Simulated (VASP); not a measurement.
Input of a VASP 6.6.1 run:

File INCAR:

```
SYSTEM = Sc2SiF2
PREC     = Accurate       ! precision mode
ENCUT    = 600            ! plane-wave cutoff, eV
EDIFF    = 1E-7           ! SCF threshold, eV
ISMEAR   = 0              ! smearing method
SIGMA    = 0.1            ! smearing width, eV
LREAL    = .FALSE.        ! projectors in reciprocal space
LASPH    = .TRUE.         ! aspherical terms in the spheres
NELM     = 120            ! most SCF steps
ALGO     = Normal         ! electronic algorithm
ISIF     = 3              ! what is computed and relaxed
LWAVE    = .FALSE.        ! write WAVECAR
LCHARG   = .FALSE.        ! write CHGCAR
GGA      = PE             ! functional
IBRION   = 2              ! ionic algorithm
NSW      = 90             ! ionic steps
EDIFFG   = -0.04          ! ionic threshold
GGA_COMPAT= .FALSE.      
NELMIN   = 4
```

Contents of KPOINTS:

```
regular mesh
0
G
  6 6 4
  0 0 0
```

The input POSCAR:

```
Sc2SiF2
1.0
    4.2826107600      0.0000000000      0.0000000000
   -2.1413053800      3.7088497200      0.0000000000
    0.0000000000      0.0000000000      5.6252588800
Sc Si F
2 1 2
Direct
    0.0000000000      0.0000000000      0.7758951600
    0.0000000000      0.0000000000      0.2241048400
    0.3333333300      0.6666666700      0.0000000000
    0.6666666700      0.3333333300      0.5000000000
    0.3333333300      0.6666666700      0.5000000000
```

Potentials or basis: VASP PAW PBE potentials, release 64 (Sc_sv, Si, F).

The run is started by

```sh
$ cat potpaw_PBE.64/Sc_sv/POTCAR potpaw_PBE.64/Si/POTCAR potpaw_PBE.64/F/POTCAR > POTCAR
$ mpirun -np 1 vasp_std > vasp.out
```

(1) What does it give for the relaxed volume?

(2) What does it give for the space group after relaxing (to 0.1 Å)?

(3) Estimate the relaxed cell.

(4) Estimate the band gap on the k mesh.

Answers

(1) 15.28 Å³/atom.

(2) P-6m2 (No. 187).

(3) a = 3.729 Å, b = 3.729 Å, c = 6.347 Å, α = 90.00°, β = 90.00°, γ = 120.00°.

(4) zero (bands 20 and 21 overlap by 0.58 eV).
